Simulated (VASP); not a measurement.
# Sb (R-3m) in VASP: notebook

Sb is run at these levels: PBE+D3(BJ); tasks: single point, relaxation of cell and atoms.

Everything below comes from runs of VASP 6.6.1. Logs are shortened: lines on timing, memory, paths and dates and some standing lists are left out, and cuts for length are marked.

## 1. The cell of the first run

The structure is trigonal, space group R-3m (No. 166). The conventional cell has a = 4.323 Å, b = 4.323 Å, c = 11.041 Å, α = 90.00°, β = 90.00°, γ = 120.00°. Sb (site symmetry 3m) has 6 Sb at 2.93 to 3.29 Å within 3.9 Å.

## 2. Single point, PBE+D3(BJ)

INCAR

```
SYSTEM = Sb
PREC = Accurate
ENCUT = 520
EDIFF = 1E-6
ISMEAR = 0
SIGMA = 0.1
LREAL = .FALSE.
LASPH = .TRUE.
NELM = 100
ALGO = Normal
ISIF = 2
LWAVE = .FALSE.
LCHARG = .FALSE.
GGA = PE
IVDW = 12
NBANDS = 12
```

KPOINTS

```
Automatic mesh
0
G
  12 12 12
  0 0 0
```

POSCAR

```
Sb
1.0
    2.1616021281      1.2480015706      3.6801938724
   -2.1616021281      1.2480015706      3.6801938724
    0.0000000000     -2.4960031411      3.6801938724
Sb
2
Direct
    0.2361958569      0.2361958569      0.2361958569
    0.7638041431      0.7638041431      0.7638041431
```

Potentials or basis: VASP PAW PBE potentials, release 64 (Sb).

The run is started by

```console
cat potpaw_PBE.64/Sb/POTCAR > POTCAR
mpirun -np 1 vasp_std > vasp.out
```

OUTCAR:

```text
SYSTEM = Sb
   PREC = Accurate
   ENCUT = 520
   EDIFF = 1E-6
   ISMEAR = 0
   LREAL = .FALSE.
   LASPH = .TRUE.
   NELM = 100
   ISIF = 2
   GGA = PE
   IVDW = 12
 IVDW          = 12

 ion  position               nearest neighbor table
   1  0.236  0.236  0.236-   2 2.93   2 2.93   2 2.93   2 3.29   2 3.29   2 3.29
   2  0.764  0.764  0.764-   1 2.93   1 2.93   1 2.93   1 3.29   1 3.29   1 3.29

  LATTYP: Found a trigonal (rhomboedric) cell.
 ALAT       =     4.4467807028
 COS(alpha) =     0.5274039478

  Lattice vectors:

 A1 = (   2.1616021281,   1.2480015706,   3.6801938724)
 A2 = (  -2.1616021281,   1.2480015706,   3.6801938724)
 A3 = (   0.0000000000,  -2.4960031411,   3.6801938724)

Analysis of symmetry for initial positions (statically):
=====================================================================
 Subroutine PRICEL returns:
 Original cell was already a primitive cell.

 Routine SETGRP: Setting up the symmetry group for a
 trigonal (rhombohedral) supercell.

 Subroutine GETGRP returns: Found 12 space group operations
 (whereof 12 operations were pure point group operations)
 out of a pool of 12 trial point group operations.

The static configuration has the point symmetry D_3d.

Analysis of symmetry for dynamics (positions and initial velocities):
=====================================================================
 Subroutine PRICEL returns:
 Original cell was already a primitive cell.

 Routine SETGRP: Setting up the symmetry group for a
 trigonal (rhombohedral) supercell.

 Subroutine GETGRP returns: Found 12 space group operations
 (whereof 12 operations were pure point group operations)
 out of a pool of 12 trial point group operations.

The dynamic configuration has the point symmetry D_3d.

 Subroutine INISYM returns: Found 12 space group operations
 (whereof 12 operations are pure point group operations),
 and found     1 'primitive' translations

----------------------------------------------------------------------------------------

                                     Primitive cell

  volume of cell :      59.5680

  direct lattice vectors                    reciprocal lattice vectors
     2.161602128  1.248001571  3.680193872     0.231309913  0.133546840  0.090574938
    -2.161602128  1.248001571  3.680193872    -0.231309913  0.133546840  0.090574938
     0.000000000 -2.496003141  3.680193872     0.000000000 -0.267093681  0.090574938

  length of vectors
[... 91 lines left out ...]
   TEBEG  =    0.0;   TEEND  =   0.0 temperature during run
   PSTRESS=    0.0 pullay stress
   NELECT =      10.0000    total number of electrons
   NUPDOWN=      -1.0000    fix difference up-down
   EMIN   =  10.00;   EMAX   =-10.00  energy-range for DOS
   EFERMI =   0.00;   METHOD = LEGACY
   ISMEAR =     0;   SIGMA  =   0.10  broadening in eV -4-tet -1-fermi 0-gaus
   EFERMI_NEDOS =   21; number of points for ismear=-14 and -15
   IALGO  =     38    algorithm
   IMIX   =      4    mixing-type and parameters
     AMIX     =   0.40;   BMIX     =  1.00
     AMIX_MAG =   1.60;   BMIX_MAG =  1.00
  volume/ion in A,a.u.               =      29.78       200.99
  Fermi-wavevector in a.u.,A,eV,Ry     =   0.903103  1.706617 11.096841  0.815595
  Thomas-Fermi vector in A             =   2.026388
   LORBIT       =      0    0 simple, 1 ext, 2 COOP (PROOUT), +10 PAW based schemes
   GGA     = PE    functional components
   LHFCALC =     F    Hartree Fock is set to
   AEXX    =    0.0000 exact exchange contribution
   IVDW    =    12    specifies the selected vdW correction
   LEPSILON=     F    determine dielectric tensor
   LRPA    =     F    only Hartree local field effects (RPA)
 non-spin polarized calculation
 Gauss-broadening in eV      SIGMA  =   0.10
  energy-cutoff  :      520.00
  volume of cell :       59.57
 maximum number of plane-waves:      1618
 NGX is ok and might be reduce to    36
   NGX = 17   NGY = 17   NGZ = 17

 number of electron      10.0000000 magnetization

 Free energy of the ion-electron system (eV)
  ---------------------------------------------------
  ext. energy  EPLUGINS =         0.00000000
  ---------------------------------------------------
  free energy    TOTEN  =        -8.24580286 eV

  energy without entropy =       -8.24514056  energy(sigma->0) =       -8.24547171

 E-fermi :   7.3777     XC(G=0):  -9.6020

 val. band max:        7.3651425852   @ k =   0.5000   0.5000   0.5000
 cond. band min:       7.3787447477   @ k =  -0.4167   0.5000   0.4167
 fundamental gap:      0.0136021625
 Fermi energy:         7.3777327053

 k-point     1 :       0.0000    0.0000    0.0000
  band No.  band energies     occupation
      1      -5.3241      2.00000
      2       2.7291      2.00000
      3       5.4467      2.00000
      4       5.5919      2.00000
      5       5.5919      2.00000
      6       9.7644      0.00000
      7      10.2466      0.00000
      8      10.2466      0.00000
      9      12.3611      0.00000
     10      12.3611      0.00000
     11      12.5180      0.00000
     12      14.0301      0.00000
[... 331 lines left out ...]
 k-point    24 :      -0.4167    0.1667    0.0000
  band No.  band energies     occupation
      1      -2.7637      2.00000
      2      -2.0881      2.00000
      3       3.7245      2.00000
      4       5.2736      2.00000
      5       5.7243      2.00000
      6       8.3529      0.00000
      7       8.7859      0.00000
      8      10.5623      0.00000
      9      14.0523      0.00000
     10      14.4491      0.00000
     11      15.0767      0.00000
     12      17.7243      0.00000

 [... further k-points ...]

------------------------ aborting loop because EDIFF is reached ----------------------------------------

 Edisp (eV)   -0.95903

 E8    (eV) :    -0.4474

  FORCE on cell =-STRESS in cart. coord.  units (eV):
  Direction    XX          YY          ZZ          XY          YZ          ZX
  --------------------------------------------------------------------------------------
  -------------------------------------------------------------------------------------
  Total       0.02137     0.02137     0.00828     0.00000     0.00000     0.00000
  in kB       0.57485     0.57485     0.22270     0.00000     0.00000     0.00000
  external pressure =        0.46 kB  Pullay stress =        0.00 kB

 VOLUME and BASIS-vectors are now :
 -----------------------------------------------------------------------------
  energy-cutoff  :      520.00
  volume of cell :       59.57
      direct lattice vectors                 reciprocal lattice vectors
     2.161602128  1.248001571  3.680193872     0.231309913  0.133546840  0.090574938
    -2.161602128  1.248001571  3.680193872    -0.231309913  0.133546840  0.090574938
     0.000000000 -2.496003141  3.680193872     0.000000000 -0.267093681  0.090574938

 POSITION                                       TOTAL-FORCE (eV/Angst)
 -----------------------------------------------------------------------------------
      0.00000      0.00000      2.60774         0.000000      0.000000      0.036749
      0.00000      0.00000      8.43284         0.000000     -0.000000     -0.036749
 -----------------------------------------------------------------------------------
    total drift:                               -0.000000     -0.000000     -0.000000

  FREE ENERGIE OF THE ION-ELECTRON SYSTEM (eV)
  ---------------------------------------------------
  free  energy   TOTEN  =        -9.2048291737 eV

  energy  without entropy=       -9.2041668738  energy(sigma->0) =       -9.20449802
```

It took 51 s on 1 thread of Oxide Virtual Turin-like, shared host; peak memory 0.25 GiB.

Results:

| Property | Result |
| --- | --- |
| Free energy | -9.2048 eV |
| Pressure | 0.0 GPa |
| Largest force | 0.037 eV/Å |
| Band gap on the k mesh | zero (band 5 reaches 7.50 eV, above the bottom of band 6 at 7.26 eV) |
| Dispersion energy per atom | -0.480 eV |

Forces in eV/Å, atoms in the order of the input:
```
Sb   0.000  0.000  0.037
Sb   0.000  0.000 -0.037
```

Caveat: spin-orbit coupling is left out, which moves the levels of the heavy elements; pairwise dispersion overbinds metals, which lowers pressure and volume.

## 3. Relaxation of cell and atoms, PBE+D3(BJ)

This run uses another cell than the first one, of 29.99 Å³/atom, 1.007 times its volume.

INCAR

```
ALGO = Normal
EDIFF = 1E-6
EDIFFG = -0.005
ENCUT = 600
GGA = PE
IBRION = 2
ISIF = 3
ISMEAR = 0
IVDW = 12
LASPH = True
LCHARG = False
LREAL = False
LWAVE = False
NELM = 60
NSW = 100
PREC = Accurate
SIGMA = 0.1
```

KPOINTS

```
k-points
0
Gamma
  12 12 12
```

POSCAR

```
Sb
1.0
    2.1506003320      1.2416496806      3.7440000000
   -2.1506003320      1.2416496806      3.7440000000
    0.0000000000     -2.4832993611      3.7440000000
Sb
2
Direct
    0.2336400000      0.2336400000      0.2336400000
    0.7663600000      0.7663600000      0.7663600000
```

Potentials or basis: VASP PAW PBE potentials, release 64 (Sb).

The run is started by

```console
cat potpaw_PBE.64/Sb/POTCAR > POTCAR
mpirun -np 1 vasp_std > vasp.out
```

It took 4.3 min on 1 thread of Oxide Virtual Turin-like, shared host; peak memory 0.27 GiB.

The run converged. Its results:

```
Free energy                            : -9.2051 eV
Relaxed volume                         : 29.71 Å³/atom
Relaxed cell                           : a = 4.439 Å, b = 4.439 Å, c = 4.439 Å, α = 58.30°, β = 58.30°, γ = 58.30°
Space group after relaxing (to 0.05 Å) : R-3m (No. 166)
Energy gained by relaxing              : 4.7 meV/atom
Ionic steps                            : 10
Pressure after relaxing                : 0.0 GPa
Largest force after relaxing           : 0.005 eV/Å
Band gap on the k mesh                 : zero (band 5 reaches 7.53 eV, above the bottom of band 6 at 7.30 eV)
Dispersion energy per atom             : -0.481 eV
```

Forces on the atoms (eV/Å):
```
Sb   0.000  0.000 -0.005
Sb   0.000  0.000  0.005
```

Step by step:
| step | energy change (eV) | largest force (eV/Å) | pressure (GPa) | volume (Å³) |
| --- | --- | --- | --- | --- |
| 1 | 0.0000 | 0.2603 | 0.55 | 59.99 |
| 2 | -0.0040 | 0.0595 | -0.70 | 60.88 |
| 3 | -0.0042 | 0.0924 | -0.50 | 60.73 |
| 4 | -0.0072 | 0.0554 | -0.29 | 60.24 |
| 5 | -0.0092 | 0.0049 | 0.12 | 59.37 |
| 6 | -0.0092 | 0.0030 | 0.10 | 59.40 |
| 7 | -0.0094 | 0.0189 | -0.07 | 59.52 |
| 8 | -0.0094 | 0.0180 | -0.07 | 59.51 |
| 9 | -0.0094 | 0.0018 | 0.03 | 59.41 |
| 10 | -0.0094 | 0.0048 | 0.02 | 59.43 |

Final structure:
```
CELL_PARAMETERS angstrom
2.16198 1.24822 3.67016
-2.16198 1.24822 3.67016
0.00000 -2.49644 3.67016
ATOMIC_POSITIONS crystal
Sb 0.23676 0.23676 0.23676
Sb 0.76324 0.76324 0.76324
```

Levels at points of the mesh, in eV from the Fermi level:
```tsv
k point	band 3	band 4	band 5	band 6	band 7	band 8
(0.00, 0.00, 0.00)	-1.92	-1.78	-1.78	2.45	2.90	2.90
(0.50, 0.00, 0.00)	-1.67	-1.50	-0.28	-0.10	0.28	0.28
(0.50, 0.50, 0.00)	-5.55	-3.74	-3.69	1.69	5.13	5.51
(0.50, 0.50, 0.50)	-1.19	-1.19	-0.38	-0.04	-0.04	0.96
```

Caveat: spin-orbit coupling is left out, which moves the levels of the heavy elements; pairwise dispersion overbinds metals, which lowers pressure and volume.
